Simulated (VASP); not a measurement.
## AlN: single point with PBEsol

AlN:

```xyz
8
Lattice="-3.1138 0.0000 0.0000 -1.5569 -2.6966 0.0000 -0.1297 -0.2247 10.6671" Properties=species:S:1:pos:R:3 pbc="T T T"
Al   -1.5569   -0.8989    9.0153
Al   -1.5569   -0.8989    4.0317
Al   -3.1138   -1.7977    1.5399
Al   -3.1138   -1.7977    6.5235
N    -1.5569   -0.8989    0.9518
N    -1.5569   -0.8989    5.9354
N    -3.1138   -1.7977    3.4436
N    -3.1138   -1.7977    8.4272
```

This cell differs from its parent crystal: the part above a cut slid along it.

```json
{
  "Program": "VASP 6.6.1",
  "Task": "single point",
  "Functional": "PBEsol",
  "Potentials or basis": "VASP PAW PBE potentials, release 64 (Al, N)",
  "Cutoff": "600 eV",
  "k mesh": "8 × 8 × 3",
  "Occupations": "gaussian, width 0.05 eV",
  "Spin": "no spin polarisation"
}
```

```json
{"Pressure": "-4.7 GPa", "Largest force": "1.780 eV/Å", "Band gap on the k mesh": "1.99 eV"}
```

Forces in eV/Å, atoms in the order of the input:
```
Al  -0.121 -0.221  1.763
Al   0.002  0.004 -0.774
Al  -0.002  0.008 -1.521
Al  -0.005 -0.005 -0.767
N    0.143  0.225 -1.082
N    0.000  0.001  0.738
N    0.008  0.012  0.806
N   -0.026 -0.023  0.837
```

Stress tensor (GPa, compression positive):
```
 -1.10   0.01   0.81
  0.01  -1.56   1.28
  0.81   1.28 -11.51
```

Levels at points of the mesh, in eV from the valence-band top:
```
           k point  band 14  band 15  band 16  band 17  band 18  band 19
(0.00, 0.00, 0.00)    -0.91    -0.01     0.00     1.99     4.67     5.09
(0.50, 0.00, 0.00)    -2.05    -1.15    -0.77     3.15     3.58     4.59
(0.00, 0.50, 0.00)    -2.05    -1.12    -0.77     3.00     3.68     4.59
(0.50, 0.50, 0.00)    -2.05    -1.13    -0.78     3.21     3.51     4.62
```

Run time: 7.8 min on 1 thread of Oxide Virtual Turin-like Processor, on a shared host, peak memory 0.35 GiB.

Caveat: the cell differs from its parent crystal (the part above a cut slid along it); the stress differs along the axes, from -12 to -1 GPa; the PAW data sets were made with another functional, which shifts forces and pressure a little. A k mesh can miss the band edges.
